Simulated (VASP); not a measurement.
**C: relaxation of cell and atoms with r2SCAN**

The system is C.

```
C
1.0
     2.12732   -1.22828    0.00000
     2.12732    1.22828    0.00000
    -1.37907    0.00000    3.50283
C
2
Direct
  0.16664 0.16664 0.99991
  0.83336 0.83336 0.00009
```

```json
{
  "Program": "VASP 6.6.1",
  "Task": "relaxation of cell and atoms",
  "Functional": "r2SCAN",
  "Potentials or basis": "VASP PAW PBE potentials, release 64 (C)",
  "Cutoff": "600 eV",
  "k mesh": "13 × 13 × 8",
  "Occupations": "fermi-dirac, width 0.05 eV",
  "Spin": "no spin polarisation",
  "Dipole correction": "no",
  "Further INCAR settings": "ALGO = Normal; EDIFF = 1e-06; IBRION = 2; EDIFFG = -0.01; NSW = 60; ISIF = 3"
}
```

```yaml
Relaxed_volume: 9.15 Å³/atom
Relaxed_cell: a = 2.457 Å, b = 2.457 Å, c = 3.764 Å, α = 108.51°, β = 108.51°, γ = 60.00°
Space_group_after_relaxing_to_0.1_Å: R-3m (No. 166)
Energy_gained_by_relaxing: 0.0 meV/atom
Ionic_steps: 3
Pressure_after_relaxing: -0.1 GPa
Largest_force_after_relaxing: 0.003 eV/Å
```

Forces on the atoms (eV/Å):
```
C    0.003  0.000  0.002
C   -0.003  0.000 -0.002
```

Final structure:
```xyz
2
Lattice="2.1278 -1.2284 -0.0001 2.1278 1.2284 -0.0001 -1.3795 0.0000 3.5022" Properties=species:S:1:pos:R:3 pbc="T T T"
C    -0.6703    0.0000    3.5021
C     3.5463    0.0000   -0.0001
```

Run time: 4.9 min on 1 thread of Intel(R) Xeon(R) Platinum 8259CL CPU @ 2.50GHz (Skylake/Cascade Lake) (shared host), peak memory 0.17 GiB.

Caveat: the PAW data sets were made with another functional, which shifts forces and pressure a little.
